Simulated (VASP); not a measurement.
# Pt (Fm-3m) in VASP: a series of runs

Runs on Pt. Level: PBE. Tasks: single point, relaxation of cell and atoms.

Program: VASP 6.6.1. These are calculated values, not measurements. Logs are shortened: lines on timing, memory, paths and dates and some standing lists are left out, and cuts for length are marked.

## 1. The cell of the first run

Symmetry: Fm-3m, No. 225, cubic system. Conventional cell: a = 3.970 Å, b = 3.970 Å, c = 3.970 Å, α = 90.00°, β = 90.00°, γ = 90.00°. Within 3.7 Å of Pt (site symmetry m-3m) lie 12 Pt at 2.81 Å.

## 2. Single point, PBE

File INCAR:

```
SYSTEM = Pt
PREC = Accurate
ENCUT = 520
EDIFF = 1E-7
ISMEAR = -1
SIGMA = 0.05
LREAL = .False.
LASPH = .True.
NELM = 60
ALGO = Normal
ISIF = 2
LWAVE = .False.
LCHARG = .False.
GGA = PE
NBANDS = 11
```

File KPOINTS:

```
Automatic mesh
0
Gamma
  17 17 17
  0 0 0
```

File POSCAR:

```
Pt
1.0
    0.0000000000      1.9850161976      1.9850161976
    1.9850161976      0.0000000000      1.9850161976
    1.9850161976      1.9850161976      0.0000000000
Pt
1
Direct
    0.0000000000      0.0000000000      0.0000000000
```

Potentials or basis: VASP PAW PBE potentials, release 64 (Pt).

Launch:

```sh
> cat potpaw_PBE.64/Pt/POTCAR > POTCAR
> mpirun -np 1 vasp_std > vasp.out
```

OUTCAR:

```text
SYSTEM = Pt
   PREC = Accurate
   ENCUT = 520
   EDIFF = 1E-7
   ISMEAR = -1
   LREAL = .False.
   LASPH = .True.
   NELM = 60
   ISIF = 2
   GGA = PE

 ion  position               nearest neighbor table
   1  0.000  0.000  0.000-

  LATTYP: Found a face centered cubic cell.
 ALAT       =     3.9700323952

  Lattice vectors:

 A1 = (   0.0000000000,   1.9850161976,   1.9850161976)
 A2 = (   1.9850161976,   0.0000000000,   1.9850161976)
 A3 = (   1.9850161976,   1.9850161976,   0.0000000000)

Analysis of symmetry for initial positions (statically):
=====================================================================
 Subroutine PRICEL returns:
 Original cell was already a primitive cell.

 Routine SETGRP: Setting up the symmetry group for a
 face centered cubic supercell.

 Subroutine GETGRP returns: Found 48 space group operations
 (whereof 48 operations were pure point group operations)
 out of a pool of 48 trial point group operations.

The static configuration has the point symmetry O_h .

Analysis of symmetry for dynamics (positions and initial velocities):
=====================================================================
 Subroutine PRICEL returns:
 Original cell was already a primitive cell.

 Routine SETGRP: Setting up the symmetry group for a
 face centered cubic supercell.

 Subroutine GETGRP returns: Found 48 space group operations
 (whereof 48 operations were pure point group operations)
 out of a pool of 48 trial point group operations.

The dynamic configuration has the point symmetry O_h .

 Subroutine INISYM returns: Found 48 space group operations
 (whereof 48 operations are pure point group operations),
 and found     1 'primitive' translations

----------------------------------------------------------------------------------------

                                     Primitive cell

  volume of cell :      15.6431

  direct lattice vectors                    reciprocal lattice vectors
     0.000000000  1.985016198  1.985016198    -0.251887113  0.251887113  0.251887113
     1.985016198  0.000000000  1.985016198     0.251887113 -0.251887113  0.251887113
     1.985016198  1.985016198  0.000000000     0.251887113  0.251887113 -0.251887113

  length of vectors
     2.807236828  2.807236828  2.807236828     0.436281278  0.436281278  0.436281278

  position of ions in fractional coordinates (direct lattice)
[... 81 lines left out ...]
   IBRION =     -1    ionic relax: 0-MD 1-quasi-New 2-CG
   NFREE  =      0    steps in history (QN), initial steepest desc. (CG)
   ISIF   =      2    stress and relaxation
   ISYM   =      2    0-nonsym 1-usesym 2-fastsym
   POTIM  = 0.5000    time-step for ionic-motion
   TEBEG  =    0.0;   TEEND  =   0.0 temperature during run
   PSTRESS=    0.0 pullay stress
   NELECT =      10.0000    total number of electrons
   NUPDOWN=      -1.0000    fix difference up-down
   EMIN   =  10.00;   EMAX   =-10.00  energy-range for DOS
   EFERMI =   0.00;   METHOD = LEGACY
   ISMEAR =    -1;   SIGMA  =   0.05  broadening in eV -4-tet -1-fermi 0-gaus
   EFERMI_NEDOS =   21; number of points for ismear=-14 and -15
   IALGO  =     38    algorithm
   IMIX   =      4    mixing-type and parameters
     AMIX     =   0.40;   BMIX     =  1.00
     AMIX_MAG =   1.60;   BMIX_MAG =  1.00
  volume/ion in A,a.u.               =      15.64       105.56
  Fermi-wavevector in a.u.,A,eV,Ry     =   1.410265  2.665015 27.059917  1.988848
  Thomas-Fermi vector in A             =   2.532237
   LORBIT       =      0    0 simple, 1 ext, 2 COOP (PROOUT), +10 PAW based schemes
   GGA     = PE    functional components
   LHFCALC =     F    Hartree Fock is set to
   AEXX    =    0.0000 exact exchange contribution
   IVDW    =     0    specifies the selected vdW correction
   LEPSILON=     F    determine dielectric tensor
   LRPA    =     F    only Hartree local field effects (RPA)
 non-spin polarized calculation
  energy-cutoff  :      520.00
  volume of cell :       15.64
 maximum number of plane-waves:       440
 NGX is ok and might be reduce to    24
   NGX = 11   NGY = 11   NGZ = 11

 number of electron      10.0000002 magnetization

 Free energy of the ion-electron system (eV)
  ---------------------------------------------------
  ext. energy  EPLUGINS =         0.00000000
  ---------------------------------------------------
  free energy    TOTEN  =        -6.10884416 eV

  energy without entropy =       -6.09315403  energy(sigma->0) =       -6.10099910

 E-fermi :  10.5681     XC(G=0): -13.2711

 val. band max:       10.5645198021   @ k =  -0.4706   0.0588   0.0000
 cond. band min:      10.5698374767   @ k =  -0.4706   0.1176   0.0000
 fundamental gap:      0.0053176746
 Fermi energy:        10.5681133418

 k-point     1 :       0.0000    0.0000    0.0000
  band No.  band energies     occupation
      1       0.7640      2.00000
      2       7.0070      2.00000
      3       7.0070      2.00000
      4       7.0070      2.00000
      5       9.0361      2.00000
      6       9.0361      2.00000
      7      25.3095      0.00000
      8      30.0702      0.00000
      9      30.0702      0.00000
     10      30.0702      0.00000
     11      35.2817      0.00000
[... 309 lines left out ...]
 k-point    24 :      -0.1176    0.0588    0.0000
  band No.  band energies     occupation
      1       1.5834      2.00000
      2       6.6665      2.00000
      3       7.2912      2.00000
      4       7.3195      2.00000
      5       8.7350      2.00000
      6       9.1124      2.00000
      7      26.4275      0.00000
      8      27.2427      0.00000
      9      30.3335      0.00000
     10      31.7583      0.00000
     11      35.3953      0.00000

 [... further k-points ...]

------------------------ aborting loop because EDIFF is reached ----------------------------------------

  FORCE on cell =-STRESS in cart. coord.  units (eV):
  Direction    XX          YY          ZZ          XY          YZ          ZX
  --------------------------------------------------------------------------------------
  -------------------------------------------------------------------------------------
  Total       -0.0440381     -0.0440381     -0.0440381      0.0000000      0.0000000      0.0000000
  in kB       -4.5104168     -4.5104168     -4.5104168      0.0000000      0.0000000      0.0000000
  external PRESSURE =      -4.5104168 kB  Pullay stress =       0.0000000 kB

 VOLUME and BASIS-vectors are now :
 -----------------------------------------------------------------------------
  energy-cutoff  :      520.00
  volume of cell :       15.64
      direct lattice vectors                 reciprocal lattice vectors
     0.000000000  1.985016198  1.985016198    -0.251887113  0.251887113  0.251887113
     1.985016198  0.000000000  1.985016198     0.251887113 -0.251887113  0.251887113
     1.985016198  1.985016198  0.000000000     0.251887113  0.251887113 -0.251887113

 POSITION                                       TOTAL-FORCE (eV/Angst)
 -----------------------------------------------------------------------------------
      0.00000      0.00000      0.00000         0.000000      0.000000      0.000000
 -----------------------------------------------------------------------------------
    total drift:                               -0.000000      0.000000     -0.000000

  FREE ENERGIE OF THE ION-ELECTRON SYSTEM (eV)
  ---------------------------------------------------
  free  energy   TOTEN  =        -6.1088441637 eV

  energy  without entropy=       -6.0931540299  energy(sigma->0) =       -6.10099910
```

Run time: 26 s. Hardware: 1 thread of Intel Xeon 8259CL, shared host; peak memory 0.16 GiB.

What came out:

```yaml
Free_energy: -6.1088 eV
Pressure: -0.5 GPa
Band_gap_on_the_k_mesh: zero (band 5 reaches 10.99 eV, above the bottom of band 6 at 8.95 eV)
```

Levels at points of the mesh, in eV from the Fermi level:
```
           k point  band 3  band 4  band 5  band 6  band 7  band 8
(0.00, 0.00, 0.00)   -3.56   -3.56   -1.53   -1.53   14.74   19.50
```

Caveat: spin-orbit coupling is left out, which moves the levels of the heavy elements.

## 3. Relaxation of cell and atoms, PBE

This run uses another cell than the first one, of 12.84 Å³/atom, 0.821 times its volume.

File INCAR:

```
PREC = Accurate
ENCUT = 600
EDIFF = 1E-6
ISMEAR = -1
SIGMA = 0.05
LREAL = False
LASPH = True
NELM = 80
ALGO = Normal
ISIF = 3
LWAVE = False
LCHARG = False
GGA = PE
IBRION = 2
NSW = 100
EDIFFG = -0.005
```

File KPOINTS:

```
Automatic mesh
0
Gamma
  17 17 17
```

File POSCAR:

```
Pt
1.0
    0.0000000000      1.8585769151      1.8585769151
    1.8585769151      0.0000000000      1.8585769151
    1.8585769151      1.8585769151      0.0000000000
Pt
1
Direct
    0.0000000000      0.0000000000      0.0000000000
```

Potentials or basis: VASP PAW PBE potentials, release 64 (Pt).

Launch:

```sh
> cat potpaw_PBE.64/Pt/POTCAR > POTCAR
> mpirun -np 1 vasp_std > vasp.out
```

It took 4.2 min on 1 thread of Intel Xeon 8259CL, shared host; peak memory 0.17 GiB.

The run converged. Its results:

```yaml
Free_energy: -6.1071 eV
Relaxed_volume: 15.62 Å³/atom
Relaxed_cell: a = 2.806 Å, b = 2.806 Å, c = 2.806 Å, α = 60.00°, β = 60.00°, γ = 60.00°
Space_group_after_relaxing_to_0.05_Å: Fm-3m (No. 225)
Energy_gained_by_relaxing: 583.3 meV/atom
Ionic_steps: 24
Pressure_after_relaxing: 0.0 GPa
Band_gap_on_the_k_mesh: zero (band 5 reaches 11.03 eV, above the bottom of band 6 at 8.98 eV)
```

The path:
| step | energy change (eV) | largest force (eV/Å) | pressure (GPa) | volume (Å³) |
| --- | --- | --- | --- | --- |
| 1 | 0.0000 | 0.0000 | 82.85 | 12.84 |
| 2 | 1.7597 | 0.0000 | -25.50 | 29.55 |
| 3 | 0.2672 | 0.0000 | -32.12 | 21.50 |
| 4 | -0.4135 | 0.0000 | -22.19 | 17.74 |
| 5 | -0.5162 | 0.0000 | 21.63 | 14.54 |
| 6 | -0.5792 | 0.0000 | -4.41 | 15.91 |
| 7 | -0.5832 | 0.0000 | -0.58 | 15.65 |
| 8 | -0.5833 | 0.0000 | 0.36 | 15.59 |
| 9 | -0.5833 | 0.0000 | 0.37 | 15.59 |
| 10 | -0.5833 | 0.0000 | 0.37 | 15.59 |
| 11 | -0.5833 | 0.0000 | 0.34 | 15.59 |
| 12 | -0.5833 | 0.0000 | 0.34 | 15.59 |
| 13 | -0.5833 | 0.0000 | 0.34 | 15.59 |
| 14 | -0.5833 | 0.0000 | 0.34 | 15.59 |
| 15 | -0.5833 | 0.0000 | 0.34 | 15.59 |
| 16 | -0.5833 | 0.0000 | 0.34 | 15.59 |
| 17 | -0.5833 | 0.0000 | 0.34 | 15.59 |
| 18 | -0.5833 | 0.0000 | 0.34 | 15.59 |
| 19 | -0.5833 | 0.0000 | 0.34 | 15.60 |
| 20 | -0.5833 | 0.0000 | 0.27 | 15.60 |
| 21 | -0.5833 | 0.0000 | 0.20 | 15.60 |
| 22 | -0.5833 | 0.0000 | 0.07 | 15.61 |
| 23 | -0.5833 | 0.0000 | -0.20 | 15.63 |
| 24 | -0.5833 | 0.0000 | -0.02 | 15.62 |

Final structure:
```
CELL_PARAMETERS angstrom
0.00000 1.98383 1.98383
1.98383 0.00000 1.98383
1.98383 1.98383 0.00000
ATOMIC_POSITIONS crystal
Pt 0.00000 0.00000 0.00000
```

Levels at points of the mesh, in eV from the Fermi level:
```tsv
k point	band 3	band 4	band 5	band 6	band 7	band 8
(0.00, 0.00, 0.00)	-3.57	-3.57	-1.54	-1.54	14.74	19.51
```

Caveat: the volume moved by over 15 % at a fixed basis, so the end points are rough; spin-orbit coupling is left out, which moves the levels of the heavy elements.
